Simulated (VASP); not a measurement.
# Fe (Im-3m) in VASP: a series of runs

Fe is run at these levels: PBE; tasks: single point.

Everything below comes from runs of VASP 6.6.1. Logs are shortened: lines on timing, memory, paths and dates and some standing lists are left out, and cuts for length are marked.

## (1) The cell of the first run

Symmetry: Im-3m, No. 229, cubic system. Conventional cell: a = 2.758 Å, b = 2.758 Å, c = 2.758 Å, α = 90.00°, β = 90.00°, γ = 90.00°. Within 3.2 Å of Fe (site symmetry m-3m) lie 14 Fe at 2.39 to 2.76 Å.

## (2) Single point, PBE, collinear spin, ferromagnetic start

INCAR

```
ALGO = Normal
EDIFF = 1E-6
ENCUT = 600
GGA = PE
GGA_COMPAT = F
ISIF = 2
ISMEAR = -1
ISPIN = 2
LASPH = T
LCHARG = F
LMAXMIX = 4
LORBIT = 11
LREAL = F
LWAVE = F
MAGMOM = 2.23
NBANDS = 14
NELM = 200
PREC = Accurate
SIGMA = 0.1
```

KPOINTS

```
k-points
0
Gamma
  8 8 8
```

POSCAR

```
Fe
1.0
   -1.3789360000      1.3789360000      1.3789360000
    1.3789360000     -1.3789360000      1.3789360000
    1.3789360000      1.3789360000     -1.3789360000
Fe
1
Direct
    0.0000000000      0.0000000000      0.0000000000
```

Potentials or basis: VASP PAW PBE potentials, release 64 (Fe).

On the command line:

```console
> cat potpaw_PBE.64/Fe/POTCAR > POTCAR
> mpirun -np 1 vasp_std > vasp.out
```

OUTCAR:

```text
EDIFF = 1E-6
   ENCUT = 600
   GGA = PE
   ISIF = 2
   ISMEAR = -1
   ISPIN = 2
   LASPH = T
   LORBIT = 11
   LREAL = F
   NELM = 200
   PREC = Accurate

 ion  position               nearest neighbor table
   1  0.000  0.000  0.000-

  LATTYP: Found a body centered cubic cell.
 ALAT       =     2.7578720000

  Lattice vectors:

 A1 = (  -1.3789360000,   1.3789360000,   1.3789360000)
 A2 = (   1.3789360000,  -1.3789360000,   1.3789360000)
 A3 = (   1.3789360000,   1.3789360000,  -1.3789360000)

Analysis of symmetry for initial positions (statically):
=====================================================================
 Subroutine PRICEL returns:
 Original cell was already a primitive cell.

 Routine SETGRP: Setting up the symmetry group for a
 body centered cubic supercell.

 Subroutine GETGRP returns: Found 48 space group operations
 (whereof 48 operations were pure point group operations)
 out of a pool of 48 trial point group operations.

The static configuration has the point symmetry O_h .

Analysis of symmetry for dynamics (positions and initial velocities):
=====================================================================
 Subroutine PRICEL returns:
 Original cell was already a primitive cell.

 Routine SETGRP: Setting up the symmetry group for a
 body centered cubic supercell.

 Subroutine GETGRP returns: Found 48 space group operations
 (whereof 48 operations were pure point group operations)
 out of a pool of 48 trial point group operations.

The dynamic configuration has the point symmetry O_h .

Analysis of structural, dynamic, and magnetic symmetry:
=====================================================================
 Subroutine PRICEL returns:
 Original cell was already a primitive cell.

 Routine SETGRP: Setting up the symmetry group for a
 body centered cubic supercell.

 Subroutine GETGRP returns: Found 48 space group operations
 (whereof 48 operations were pure point group operations)
 out of a pool of 48 trial point group operations.

The overall configuration has the point symmetry O_h .

 Subroutine INISYM returns: Found 48 space group operations
 (whereof 48 operations are pure point group operations),
 and found     1 'primitive' translations

----------------------------------------------------------------------------------------

                                     Primitive cell

  volume of cell :      10.4880

  direct lattice vectors                    reciprocal lattice vectors
    -1.378936000  1.378936000  1.378936000     0.000000000  0.362598409  0.362598409
     1.378936000 -1.378936000  1.378936000     0.362598409  0.000000000  0.362598409
     1.378936000  1.378936000 -1.378936000     0.362598409  0.362598409  0.000000000

  length of vectors
     2.388387212  2.388387212  2.388387212     0.512791588  0.512791588  0.512791588

  position of ions in fractional coordinates (direct lattice)
     0.000000000  0.000000000  0.000000000

  ion indices of the primitive-cell ions
   primitive index   ion index
                 1           1

----------------------------------------------------------------------------------------

 KPOINTS: k-points

Automatic generation of k-mesh.
 Grid dimensions read from file:
 generate k-points for:    8    8    8

 Generating k-lattice:

  Cartesian coordinates                     Fractional coordinates (reciprocal lattice)
     0.000000000  0.045324801  0.045324801     0.125000000  0.000000000  0.000000000
     0.045324801  0.000000000  0.045324801     0.000000000  0.125000000  0.000000000
     0.045324801  0.045324801  0.000000000     0.000000000  0.000000000  0.125000000

  Length of vectors
     0.064098948  0.064098948  0.064098948

  Shift w.r.t. Gamma in fractional coordinates (k-lattice)
     0.000000000  0.000000000  0.000000000

 Subroutine IBZKPT returns following result:
 ===========================================

 Found     29 irreducible k-points:

 Following reciprocal coordinates:
            Coordinates               Weight
  0.000000  0.000000  0.000000      1.000000
  0.125000  0.000000  0.000000     12.000000
  0.250000  0.000000  0.000000     12.000000
  0.375000  0.000000  0.000000     12.000000
  0.500000  0.000000  0.000000      6.000000
  0.125000  0.125000  0.000000     24.000000
[... 16 lines left out ...]
 -0.250000  0.250000  0.250000      6.000000
 -0.375000  0.375000  0.250000     24.000000
 [... further k-points ...]
   k-points           NKPTS =     29   k-points in BZ     NKDIM =     29   number of bands    NBANDS=     14
   number of dos      NEDOS =    301   number of ions     NIONS =      1
   total plane-waves  NPLWV =   8000
   dimension x,y,z NGX =    20 NGY =   20 NGZ =   20
   dimension x,y,z NGXF=    40 NGYF=   40 NGZF=   40
   ions per type =               1
   NGX,Y,Z   is equivalent  to a cutoff of  13.92, 13.92, 13.92 a.u.
   NGXF,Y,Z  is equivalent  to a cutoff of  27.84, 27.84, 27.84 a.u.
 SYSTEM =  unknown system
   PREC   = accura    normal or accurate (medium, high low for compatibility)
   ISTART =      0    job   : 0-new  1-cont  2-samecut
   ICHARG =      2    charge: 1-file 2-atom 10-const
   ISPIN  =      2    spin polarized calculation?
   LNONCOLLINEAR =      F non collinear calculations
   LSORBIT =      F    spin-orbit coupling
   LASPH  =      T    aspherical Exc in radial PAW
   ENCUT  =  600.0 eV  44.10 Ry    6.64 a.u.   4.77  4.77  4.77*2*pi/ulx,y,z
   NELM   =    200;   NELMIN=  2; NELMDL= -5     # of ELM steps
   EDIFF  = 0.1E-05   stopping-criterion for ELM
   LREAL  =      F    real-space projection
[... 7 lines left out ...]
   TEBEG  =    0.0;   TEEND  =   0.0 temperature during run
   PSTRESS=    0.0 pullay stress
   NELECT =       8.0000    total number of electrons
   NUPDOWN=      -1.0000    fix difference up-down
   EMIN   =  10.00;   EMAX   =-10.00  energy-range for DOS
   EFERMI =   0.00;   METHOD = LEGACY
   ISMEAR =    -1;   SIGMA  =   0.10  broadening in eV -4-tet -1-fermi 0-gaus
   EFERMI_NEDOS =   21; number of points for ismear=-14 and -15
   IALGO  =     38    algorithm
   IMIX   =      4    mixing-type and parameters
     AMIX     =   0.40;   BMIX     =  1.00
     AMIX_MAG =   1.60;   BMIX_MAG =  1.00
  volume/ion in A,a.u.               =      10.49        70.78
  Fermi-wavevector in a.u.,A,eV,Ry     =   1.495802  2.826656 30.441989  2.237423
  Thomas-Fermi vector in A             =   2.607900
   LORBIT       =     11    0 simple, 1 ext, 2 COOP (PROOUT), +10 PAW based schemes
   GGA     = PE    functional components
   LHFCALC =     F    Hartree Fock is set to
   AEXX    =    0.0000 exact exchange contribution
   IVDW    =     0    specifies the selected vdW correction
   LEPSILON=     F    determine dielectric tensor
   LRPA    =     F    only Hartree local field effects (RPA)
 spin polarized calculation
  energy-cutoff  :      600.00
  volume of cell :       10.49
 maximum number of plane-waves:       370
   NGX =  9   NGY =  9   NGZ =  9

 number of electron       7.9999995 magnetization       1.9955051

 Free energy of the ion-electron system (eV)
  ---------------------------------------------------
  ext. energy  EPLUGINS =         0.00000000
  ---------------------------------------------------
  free energy    TOTEN  =        -8.20649173 eV

  energy without entropy =       -8.17566493  energy(sigma->0) =       -8.19107833

 E-fermi :   6.7571     XC(G=0): -13.5779

 val. band max:        6.7301183049   @ k =  -0.3750   0.3750   0.1250
 cond. band min:       6.7945298581   @ k =   0.3750   0.0000   0.0000
 fundamental gap:      0.0644115532
 Fermi energy:         6.7570851553

 spin component 1

 k-point     1 :       0.0000    0.0000    0.0000
  band No.  band energies     occupation
      1      -2.2211      1.00000
      2       4.2768      1.00000
      3       4.2768      1.00000
      4       4.2768      1.00000
      5       5.6303      0.99999
      6       5.6303      0.99999
      7      32.4924      0.00000
      8      32.4924      0.00000
      9      32.4924      0.00000
     10      38.1104      0.00000
     11      38.1104      0.00000
     12      40.9378      0.00000
     13      40.9378      0.00000
     14      40.9378      0.00000
[... 375 lines left out ...]
 k-point    24 :      -0.3750    0.3750    0.2500
  band No.  band energies     occupation
      1       2.2075      1.00000
      2       2.7274      1.00000
      3       4.7836      1.00000
      4       5.2650      1.00000
      5       6.5858      0.84720
      6       9.3362      0.00000
      7      19.3264      0.00000
      8      22.4070      0.00000
      9      25.0227      0.00000
     10      28.7338      0.00000
     11      39.1966      0.00000
     12      40.9335      0.00000
     13      44.1712      0.00000
     14      48.9076      0.00000

 [... further k-points ...]

 spin component 2

 k-point     1 :       0.0000    0.0000    0.0000
  band No.  band energies     occupation
      1      -2.0555      1.00000
      2       5.9682      0.99963
      3       5.9684      0.99962
      4       5.9684      0.99962
      5       8.2456      0.00000
      6       8.2458      0.00000
      7      32.2722      0.00000
      8      32.2722      0.00000
      9      32.2722      0.00000
     10      38.3533      0.00000
     11      38.3533      0.00000
     12      41.5251      0.00000
     13      41.5252      0.00000
     14      41.5252      0.00000
[... 375 lines left out ...]
 k-point    24 :      -0.3750    0.3750    0.2500
  band No.  band energies     occupation
      1       3.4220      1.00000
      2       4.5499      1.00000
      3       6.4191      0.96706
      4       7.0360      0.05793
      5       8.4784      0.00000
      6      10.8030      0.00000
      7      20.0918      0.00000
      8      22.9388      0.00000
      9      25.6729      0.00000
     10      29.1929      0.00000
     11      39.9286      0.00000
     12      41.3266      0.00000
     13      44.6422      0.00000
     14      49.3247      0.00000

 [... further k-points ...]

------------------------ aborting loop because EDIFF is reached ----------------------------------------

  FORCE on cell =-STRESS in cart. coord.  units (eV):
  Direction    XX          YY          ZZ          XY          YZ          ZX
  --------------------------------------------------------------------------------------
  -------------------------------------------------------------------------------------
  Total        1.1341566      1.1341566      1.1341566      0.0000000     -0.0000000      0.0000000
  in kB      173.2572016    173.2572016    173.2572016      0.0000000     -0.0000000      0.0000000
  external PRESSURE =     173.2572016 kB  Pullay stress =       0.0000000 kB

 VOLUME and BASIS-vectors are now :
 -----------------------------------------------------------------------------
  energy-cutoff  :      600.00
  volume of cell :       10.49
      direct lattice vectors                 reciprocal lattice vectors
    -1.378936000  1.378936000  1.378936000     0.000000000  0.362598409  0.362598409
     1.378936000 -1.378936000  1.378936000     0.362598409  0.000000000  0.362598409
     1.378936000  1.378936000 -1.378936000     0.362598409  0.362598409  0.000000000

 POSITION                                       TOTAL-FORCE (eV/Angst)
 -----------------------------------------------------------------------------------
      0.00000      0.00000      0.00000         0.000000     -0.000000      0.000000
 -----------------------------------------------------------------------------------
    total drift:                                0.000000     -0.000000      0.000000

  FREE ENERGIE OF THE ION-ELECTRON SYSTEM (eV)
  ---------------------------------------------------
  free  energy   TOTEN  =        -8.2064917262 eV

  energy  without entropy=       -8.1756649256  energy(sigma->0) =       -8.19107833

 total charge

# of ion       s       p       d       tot
------------------------------------------
    1        0.522   0.615   6.312   7.449

 magnetization (x)

# of ion       s       p       d       tot
------------------------------------------
    1       -0.014  -0.059   2.053   1.980
```

Wall time 35 s (1 thread of Intel Xeon 8259CL, shared host); peak memory 0.14 GiB.

What came out:

- Free energy: -8.2065 eV
- Pressure: 17.3 GPa
- Band gap on the k mesh: zero (filled and empty bands overlap)
- Net moment: 2.00 μB per cell
- Site moments: Fe +1.98 μB
- Valence electrons inside the program's atomic spheres: Fe 7.45

Levels at points of the mesh, in eV from the Fermi level:
Spin up:
```
           k point  band 1  band 2  band 3  band 4  band 5  band 6  band 7  band 8  band 9  band 10
(0.00, 0.00, 0.00)   -8.98   -2.48   -2.48   -2.48   -1.13   -1.13   25.74   25.74   25.74    31.35
(0.50, 0.00, 0.00)   -5.42   -3.71   -1.04   -0.90    0.44    0.56    8.07   18.97   21.48    24.67
(0.50, 0.50, 0.50)   -5.40   -5.40    0.25    0.25    0.25   10.47   10.47   10.47   16.44    16.44
```
Spin down:
| k point | band 1 | band 2 | band 3 | band 4 | band 5 | band 6 | band 7 |
| --- | --- | --- | --- | --- | --- | --- | --- |
| (0.00, 0.00, 0.00) | -8.81 | -0.79 | -0.79 | -0.79 | 1.49 | 1.49 | 25.52 |
| (0.50, 0.00, 0.00) | -4.25 | -2.21 | 0.56 | 1.33 | 1.78 | 2.54 | 9.33 |
| (0.50, 0.50, 0.50) | -3.69 | -3.69 | 2.20 | 2.20 | 2.20 | 10.72 | 10.72 |

Caveat: the k points lie up to 0.40 Å⁻¹ apart, too coarse for converged energies and pressures of a metal.

[end of part 1 of 2]
